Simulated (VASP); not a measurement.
# Ti (Im-3m) in VASP: a series of runs

The runs below take Ti through single point, with revPBE.

All numbers are computed with VASP 6.6.1; they aren't measurements. Logs are shortened: lines on timing, memory, paths and dates and some standing lists are left out, and cuts for length are marked.

### 1 The cell of the first run

Symmetry: Im-3m, No. 229, cubic system. The conventional cell has a = 3.284 Å, b = 3.284 Å, c = 3.284 Å, α = 90.00°, β = 90.00°, γ = 90.00°. Ti (site symmetry m-3m) has 14 Ti at 2.84 to 3.28 Å within 3.7 Å.

### 2 Single point, revPBE

The input, INCAR:

```
SYSTEM = Ti
  PREC = Accurate
  ENCUT = 520
  EDIFF = 1E-6
  ISMEAR = -1
  SIGMA = 0.1
  LREAL = .FALSE.
  LASPH = .TRUE.
  NELM = 100
  ALGO = Normal
  ISIF = 2
  LWAVE = .FALSE.
  LCHARG = .FALSE.
  GGA = RE
  NBANDS = 12
```

The input, KPOINTS:

```
Automatic mesh
0
G
  13 13 13
  0 0 0
```

The input, POSCAR:

```
Ti
1.0
   -1.6422078818      1.6422078818      1.6422078818
    1.6422078818     -1.6422078818      1.6422078818
    1.6422078818      1.6422078818     -1.6422078818
Ti
1
Direct
    0.0000000000      0.0000000000      0.0000000000
```

Potentials or basis: VASP PAW PBE potentials, release 64 (Ti_sv).

Command:

```console
$ cat potpaw_PBE.64/Ti_sv/POTCAR > POTCAR
$ mpirun -np 1 vasp_std > vasp.out
```

OUTCAR:

```text
SYSTEM = Ti
   PREC = Accurate
   ENCUT = 520
   EDIFF = 1E-6
   ISMEAR = -1
   LREAL = .FALSE.
   LASPH = .TRUE.
   NELM = 100
   ISIF = 2
   GGA = RE

 ion  position               nearest neighbor table
   1  0.000  0.000  0.000-

  LATTYP: Found a body centered cubic cell.
 ALAT       =     3.2844157636

  Lattice vectors:

 A1 = (  -1.6422078818,   1.6422078818,   1.6422078818)
 A2 = (   1.6422078818,  -1.6422078818,   1.6422078818)
 A3 = (   1.6422078818,   1.6422078818,  -1.6422078818)

Analysis of symmetry for initial positions (statically):
=====================================================================
 Subroutine PRICEL returns:
 Original cell was already a primitive cell.

 Routine SETGRP: Setting up the symmetry group for a
 body centered cubic supercell.

 Subroutine GETGRP returns: Found 48 space group operations
[... 9 lines left out ...]

 Routine SETGRP: Setting up the symmetry group for a
 body centered cubic supercell.

 Subroutine GETGRP returns: Found 48 space group operations
[... 11 lines left out ...]
                                     Primitive cell

  volume of cell :      17.7151

  direct lattice vectors                    reciprocal lattice vectors
    -1.642207882  1.642207882  1.642207882     0.000000000  0.304468153  0.304468153
     1.642207882 -1.642207882  1.642207882     0.304468153  0.000000000  0.304468153
     1.642207882  1.642207882 -1.642207882     0.304468153  0.304468153  0.000000000

  length of vectors
     2.844387488  2.844387488  2.844387488     0.430582991  0.430582991  0.430582991

  position of ions in fractional coordinates (direct lattice)
     0.000000000  0.000000000  0.000000000

  ion indices of the primitive-cell ions
   primitive index   ion index
                 1           1

----------------------------------------------------------------------------------------

 KPOINTS: Automatic mesh

Automatic generation of k-mesh.
 Grid dimensions read from file:
 generate k-points for:   13   13   13

 Generating k-lattice:

  Cartesian coordinates                     Fractional coordinates (reciprocal lattice)
     0.000000000  0.023420627  0.023420627     0.076923077  0.000000000  0.000000000
     0.023420627  0.000000000  0.023420627     0.000000000  0.076923077  0.000000000
     0.023420627  0.023420627  0.000000000     0.000000000  0.000000000  0.076923077

  Length of vectors
     0.033121769  0.033121769  0.033121769

  Shift w.r.t. Gamma in fractional coordinates (k-lattice)
     0.000000000  0.000000000  0.000000000

 Subroutine IBZKPT returns following result:
 ===========================================

 Found     84 irreducible k-points:

 Following reciprocal coordinates:
            Coordinates               Weight
  0.000000  0.000000  0.000000      1.000000
  0.076923  0.000000  0.000000     12.000000
  0.153846  0.000000  0.000000     12.000000
  0.230769  0.000000  0.000000     12.000000
  0.307692  0.000000  0.000000     12.000000
  0.384615  0.000000  0.000000     12.000000
[... 16 lines left out ...]
  0.153846  0.076923  0.076923     24.000000
  0.230769  0.076923  0.076923     24.000000
 [... further k-points ...]
   k-points           NKPTS =     84   k-points in BZ     NKDIM =     84   number of bands    NBANDS=     12
   number of dos      NEDOS =    301   number of ions     NIONS =      1
   total plane-waves  NPLWV =  13824
   dimension x,y,z NGX =    24 NGY =   24 NGZ =   24
   dimension x,y,z NGXF=    48 NGYF=   48 NGZF=   48
   ions per type =               1
   NGX,Y,Z   is equivalent  to a cutoff of  14.03, 14.03, 14.03 a.u.
   NGXF,Y,Z  is equivalent  to a cutoff of  28.05, 28.05, 28.05 a.u.
 SYSTEM =  Ti
   PREC   = accura    normal or accurate (medium, high low for compatibility)
   ISTART =      0    job   : 0-new  1-cont  2-samecut
   ICHARG =      2    charge: 1-file 2-atom 10-const
   ISPIN  =      1    spin polarized calculation?
   LNONCOLLINEAR =      F non collinear calculations
   LSORBIT =      F    spin-orbit coupling
   LASPH  =      T    aspherical Exc in radial PAW
   ENCUT  =  520.0 eV  38.22 Ry    6.18 a.u.   5.29  5.29  5.29*2*pi/ulx,y,z
   NELM   =    100;   NELMIN=  2; NELMDL= -5     # of ELM steps
   EDIFF  = 0.1E-05   stopping-criterion for ELM
   LREAL  =      F    real-space projection
   EDIFFG = 0.1E-04   stopping-criterion for IOM
   NSW    =      0    number of steps for IOM
   IBRION =     -1    ionic relax: 0-MD 1-quasi-New 2-CG
   NFREE  =      0    steps in history (QN), initial steepest desc. (CG)
   ISIF   =      2    stress and relaxation
   ISYM   =      2    0-nonsym 1-usesym 2-fastsym
   POTIM  = 0.5000    time-step for ionic-motion
   TEBEG  =    0.0;   TEEND  =   0.0 temperature during run
   PSTRESS=    0.0 pullay stress
   NELECT =      12.0000    total number of electrons
   NUPDOWN=      -1.0000    fix difference up-down
   EMIN   =  10.00;   EMAX   =-10.00  energy-range for DOS
   EFERMI =   0.00;   METHOD = LEGACY
   ISMEAR =    -1;   SIGMA  =   0.10  broadening in eV -4-tet -1-fermi 0-gaus
   EFERMI_NEDOS =   21; number of points for ismear=-14 and -15
   IALGO  =     38    algorithm
   IMIX   =      4    mixing-type and parameters
     AMIX     =   0.40;   BMIX     =  1.00
     AMIX_MAG =   1.60;   BMIX_MAG =  1.00
  volume/ion in A,a.u.               =      17.72       119.55
  Fermi-wavevector in a.u.,A,eV,Ry     =   1.437762  2.716977 28.125428  2.067161
  Thomas-Fermi vector in A             =   2.556804
   LORBIT       =      0    0 simple, 1 ext, 2 COOP (PROOUT), +10 PAW based schemes
   GGA     = RE    functional components
   LHFCALC =     F    Hartree Fock is set to
   AEXX    =    0.0000 exact exchange contribution
   IVDW    =     0    specifies the selected vdW correction
   LEPSILON=     F    determine dielectric tensor
   LRPA    =     F    only Hartree local field effects (RPA)
 non-spin polarized calculation
  energy-cutoff  :      520.00
  volume of cell :       17.72
 maximum number of plane-waves:       486
 NGX is ok and might be reduce to    24
   NGX = 11   NGY = 11   NGZ = 11

 number of electron      12.0000001 magnetization

 Free energy of the ion-electron system (eV)
  ---------------------------------------------------
  ext. energy  EPLUGINS =         0.00000000
  ---------------------------------------------------
  free energy    TOTEN  =        -7.44303171 eV

  energy without entropy =       -7.36397475  energy(sigma->0) =       -7.40350323

 E-fermi :   7.9696     XC(G=0): -11.3224

 val. band max:        7.9599639156   @ k =   0.2308   0.0769   0.0769
 cond. band min:       7.9707299086   @ k =   0.2308   0.2308   0.0000
 fundamental gap:      0.0107659930
 Fermi energy:         7.9696316273

 k-point     1 :       0.0000    0.0000    0.0000
  band No.  band energies     occupation
      1     -48.7083      2.00000
      2     -24.5387      2.00000
      3     -24.5387      2.00000
      4     -24.5387      2.00000
      5       2.0421      2.00000
      6       8.9475      0.00011
      7       8.9475      0.00011
      8       8.9475      0.00011
      9      10.6559      0.00000
     10      10.6559      0.00000
     11      25.2086      0.00000
     12      25.2086      0.00000

 k-point     2 :       0.0769    0.0000    0.0000
  band No.  band energies     occupation
      1     -48.7016      2.00000
      2     -24.5761      2.00000
      3     -24.5503      2.00000
      4     -24.5390      2.00000
      5       2.2403      2.00000
      6       8.8584      0.00028
      7       8.9206      0.00015
      8       9.0899      0.00003
      9      10.5552      0.00000
     10      10.6615      0.00000
     11      24.8679      0.00000
     12      25.1716      0.00000

 k-point     3 :       0.1538    0.0000    0.0000
  band No.  band energies     occupation
      1     -48.6827      2.00000
      2     -24.6783      2.00000
      3     -24.5821      2.00000
      4     -24.5396      2.00000
      5       2.8091      2.00000
      6       8.6206      0.00297
      7       8.7835      0.00058
      8       9.5012      0.00000
      9      10.3840      0.00000
     10      10.6845      0.00000
     11      23.7867      0.00000
     12      24.7846      0.00000

 k-point     4 :       0.2308    0.0000    0.0000
  band No.  band energies     occupation
      1     -48.6560      2.00000
      2     -24.8201      2.00000
      3     -24.6267      2.00000
      4     -24.5404      2.00000
      5       3.6603      2.00000
      6       8.3056      0.06716
      7       8.4965      0.01025
      8      10.1312      0.00000
      9      10.3559      0.00000
     10      10.7364      0.00000
     11      22.0111      0.00000
     12      23.8225      0.00000

 k-point     5 :       0.3077    0.0000    0.0000
  band No.  band energies     occupation
      1     -48.6274      2.00000
      2     -24.9680      2.00000
      3     -24.6736      2.00000
      4     -24.5413      2.00000
      5       4.6001      2.00000
      6       7.9935      0.88127
      7       8.2741      0.09089
      8      10.4697      0.00000
      9      10.8185      0.00000
     10      10.8846      0.00000
     11      19.9169      0.00000
     12      22.6946      0.00000

 k-point     6 :       0.3846    0.0000    0.0000
  band No.  band energies     occupation
      1     -48.6037      2.00000
      2     -25.0884      2.00000
      3     -24.7122      2.00000
      4     -24.5421      2.00000
      5       5.2870      2.00000
      6       7.7497      1.80041
      7       8.4526      0.01585
      8      10.5977      0.00000
      9      10.9104      0.00000
     10      11.6027      0.00000
     11      17.9703      0.00000
     12      21.7829      0.00000

 k-point     7 :       0.4615    0.0000    0.0000
  band No.  band energies     occupation
      1     -48.5902      2.00000
      2     -25.1557      2.00000
      3     -24.7340      2.00000
      4     -24.5426      2.00000
      5       5.5407      2.00000
      6       7.6173      1.94267
      7       8.9272      0.00014
      8      10.6424      0.00000
      9      10.9731      0.00000
     10      12.0615      0.00000
     11      16.6998      0.00000
     12      21.2820      0.00000

 k-point     8 :       0.0769    0.0769    0.0000
  band No.  band energies     occupation
      1     -48.6887      2.00000
      2     -24.6463      2.00000
      3     -24.5628      2.00000
      4     -24.5480      2.00000
      5       2.6246      2.00000
      6       8.7325      0.00097
      7       8.7863      0.00057
      8       9.3852      0.00000
      9      10.3955      0.00000
     10      10.6966      0.00000
     11      24.2463      0.00000
     12      24.8843      0.00000
[... 166 lines left out ...]
 k-point    20 :       0.3846    0.2308    0.0000
  band No.  band energies     occupation
      1     -48.5772      2.00000
      2     -25.0626      2.00000
      3     -24.8560      2.00000
      4     -24.6078      2.00000
      5       6.5320      2.00000
      6       7.5346      1.97452
      7       7.8486      1.54086
      8      10.6375      0.00000
      9      11.0834      0.00000
     10      14.0839      0.00000
     11      16.3484      0.00000
     12      18.3741      0.00000

 k-point    21 :       0.3077    0.3077    0.0000
  band No.  band energies     occupation
      1     -48.5747      2.00000
      2     -25.0131      2.00000
      3     -24.9159      2.00000
      4     -24.6149      2.00000
      5       6.9237      1.99994
      6       7.3510      1.99589
      7       7.6420      1.92721
      8      10.7493      0.00000
      9      10.9756      0.00000
     10      14.7766      0.00000
     11      16.5500      0.00000
     12      17.1383      0.00000

 k-point    22 :       0.0769    0.0769    0.0769
  band No.  band energies     occupation
      1     -48.6716      2.00000
      2     -24.7484      2.00000
      3     -24.5651      2.00000
      4     -24.5651      2.00000
      5       3.1712      2.00000
      6       8.4901      0.01092
      7       8.4901      0.01092
      8       9.9159      0.00000
      9      10.5462      0.00000
     10      10.5462      0.00000
     11      23.6690      0.00000
     12      23.6690      0.00000

 k-point    23 :       0.1538    0.0769    0.0769
  band No.  band energies     occupation
      1     -48.6475      2.00000
      2     -24.8677      2.00000
      3     -24.6122      2.00000
      4     -24.5685      2.00000
      5       4.0006      2.00000
      6       8.1538      0.27369
      7       8.1910      0.19709
      8      10.4824      0.00000
      9      10.6188      0.00000
     10      10.6964      0.00000
     11      22.0312      0.00000
     12      22.8039      0.00000

 k-point    24 :       0.2308    0.0769    0.0769
  band No.  band energies     occupation
      1     -48.6217      2.00000
      2     -24.9825      2.00000
      3     -24.6721      2.00000
      4     -24.5720      2.00000
      5       4.9390      2.00000
      6       7.8545      1.51940
      7       7.9600      1.04830
      8      10.5478      0.00000
      9      10.8253      0.00000
     10      11.4240      0.00000
     11      19.9940      0.00000
     12      21.8829      0.00000

 [... further k-points ...]

------------------------ aborting loop because EDIFF is reached ----------------------------------------

  FORCE on cell =-STRESS in cart. coord.  units (eV):
  Direction    XX          YY          ZZ          XY          YZ          ZX
  --------------------------------------------------------------------------------------
  -------------------------------------------------------------------------------------
  Total       -0.0240550     -0.0240550     -0.0240550      0.0000000     -0.0000000      0.0000000
  in kB       -2.1755615     -2.1755615     -2.1755615      0.0000000     -0.0000000      0.0000000
  external PRESSURE =      -2.1755615 kB  Pullay stress =       0.0000000 kB

 VOLUME and BASIS-vectors are now :
 -----------------------------------------------------------------------------
  energy-cutoff  :      520.00
  volume of cell :       17.72
      direct lattice vectors                 reciprocal lattice vectors
    -1.642207882  1.642207882  1.642207882     0.000000000  0.304468153  0.304468153
     1.642207882 -1.642207882  1.642207882     0.304468153  0.000000000  0.304468153
     1.642207882  1.642207882 -1.642207882     0.304468153  0.304468153  0.000000000

 POSITION                                       TOTAL-FORCE (eV/Angst)
 -----------------------------------------------------------------------------------
      0.00000      0.00000      0.00000         0.000000      0.000000     -0.000000
 -----------------------------------------------------------------------------------
    total drift:                                0.000000      0.000000      0.000000

  FREE ENERGIE OF THE ION-ELECTRON SYSTEM (eV)
  ---------------------------------------------------
  free  energy   TOTEN  =        -7.4430317080 eV

  energy  without entropy=       -7.3639747454  energy(sigma->0) =       -7.40350323
```

Wall time 10 s (1 thread of Intel Xeon 6975P-C, shared host); peak memory 0.15 GiB.

Results:

```
Free energy            : -7.4430 eV
Pressure               : -0.2 GPa
Band gap on the k mesh : zero (band 6 reaches 8.95 eV, above the bottom of band 7 at 7.40 eV)
```

Levels at points of the mesh, in eV from the Fermi level:
```
           k point  band 3  band 4  band 5  band 6  band 7  band 8  band 9  band 10
(0.00, 0.00, 0.00)  -32.51  -32.51   -5.93    0.98    0.98    0.98    2.69     2.69
```

Caveat: the PAW data sets were made with another functional, which shifts forces and pressure a little.

### 3 Single point, revPBE (volume scaled by 0.88)

The input, INCAR:

```
ALGO     = Normal         # electronic algorithm
EDIFF    = 1E-6           # SCF threshold, eV
ENCUT    = 520            # plane-wave cutoff, eV
GGA      = RE             # functional
ISIF     = 2              # what is computed and relaxed
ISMEAR   = -1             # smearing method
LASPH    = T              # aspherical terms in the spheres
LCHARG   = F              # write CHGCAR
LREAL    = F              # projectors in reciprocal space
LWAVE    = F              # write WAVECAR
NBANDS   = 12             # bands
NELM     = 80             # most SCF steps
PREC     = Accurate       # precision mode
SIGMA    = 0.1            # smearing width, eV
```

The input, KPOINTS:

```
k-points
0
Gamma
  15 15 15
```

The input, POSCAR:

```
Ti
1.0
   -1.5737014908      1.5737014908      1.5737014908
    1.5737014908     -1.5737014908      1.5737014908
    1.5737014908      1.5737014908     -1.5737014908
Ti
1
Direct
    0.0000000000      0.0000000000      0.0000000000
```

Potentials or basis: VASP PAW PBE potentials, release 64 (Ti_sv).

Command:

```console
$ cat potpaw_PBE.64/Ti_sv/POTCAR > POTCAR
$ mpirun -np 1 vasp_std > vasp.out
```

Wall time 14 s (1 thread of Intel Xeon 6975P-C, shared host); peak memory 0.14 GiB.

Results (log left out):

```yaml
Free_energy: -7.3504 eV
Pressure: 15.5 GPa
Band_gap_on_the_k_mesh: zero (band 6 reaches 10.44 eV, above the bottom of band 7 at 8.60 eV)
```

Levels at points of the mesh, in eV from the Fermi level:
```csv
k point,band 3,band 4,band 5,band 6,band 7,band 8,band 9,band 10
"(0.00, 0.00, 0.00)",-32.09,-32.09,-6.19,1.09,1.09,1.09,3.09,3.09
```

Caveat: the PAW data sets were made with another functional, which shifts forces and pressure a little.
